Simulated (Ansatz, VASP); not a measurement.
**Si2W in VASP and in Ansatz**

```
Si W
1.0
    -1.60565    1.60565    3.90231
     1.60565   -1.60565    3.90231
     1.60565    1.60565   -3.90231
Si W
2 1
Direct
  0.33482 0.33482 0.00000
  0.66518 0.66518 0.00000
  0.00000 0.00000 0.00000
```

Alike in both runs: functional r2SCAN; k mesh 18 × 18 × 18; occupations gaussian, width 0.1 eV; no spin polarisation.

Ansatz relaxed the structure, and its values are those at the end. VASP's run is a single point on that final structure, the one shown.

|  | VASP | Ansatz |
| --- | --- | --- |
| version | VASP 6.6.1 | Ansatz 0.2.0 |
| potentials or method | VASP PAW PBE potentials, release 64 (Si, W_sv), cutoff 520 eV | scalar-relativistic, plane waves, PAW |
| valence electrons in the cell | 22 | 22 |

VASP gave:

- gap on the k mesh at the Fermi level (eV): none
- pressure (GPa): 0.3
- rms of the force components (eV/Å): 0.004

Task: Which values does Ansatz return?

Result: gap on the k mesh at the Fermi level (eV): none; pressure (GPa): 0.0; rms of the force components (eV/Å): 0.000.

VASP's potentials were made for PBE, not for r2SCAN. A gap of «none» marks a metal or a gap that the smearing closes. With one functional, cell and mesh, what is left measures potentials, basis and numerics.

Neither program's run includes spin-orbit coupling.
